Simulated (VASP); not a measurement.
A run of VASP 6.6.1 is set up as follows.

The input INCAR:

```
SYSTEM = Al
PREC = Accurate
ENCUT = 520
EDIFF = 1E-6
ISMEAR = 0
SIGMA = 0.15
LREAL = .False.
LASPH = .True.
NELM = 60
ALGO = Fast
ISIF = 2
LWAVE = .False.
LCHARG = .True.
GGA = PE
IVDW = 12
LELF = .True.
LVHAR = .True.
NBANDS = 8
```

The input KPOINTS:

```
regular mesh
0
Gamma
  22 22 22
  0 0 0
```

Contents of POSCAR:

```
Al
1.0
    0.0000000000      2.2247699739      1.7646875433
    2.2247699739      0.0000000000      1.7646875433
    2.2247699739      2.2247699739      0.0000000000
Al
1
Direct
    0.0000000000      0.0000000000      0.0000000000
```

Potentials or basis: VASP PAW PBE potentials, release 64 (Al).

Launch:

```console
$ cat potpaw_PBE.64/Al/POTCAR > POTCAR
$ mpirun -np 1 vasp_std > vasp.out
```

(1) What does it give for the band gap on the k mesh?

(2) Predict the dispersion energy per atom.

Results:

(1) zero (an odd number of electrons rules out a gap without spin polarisation).

(2) -0.317 eV.

Caveat: the cell stands under tension.
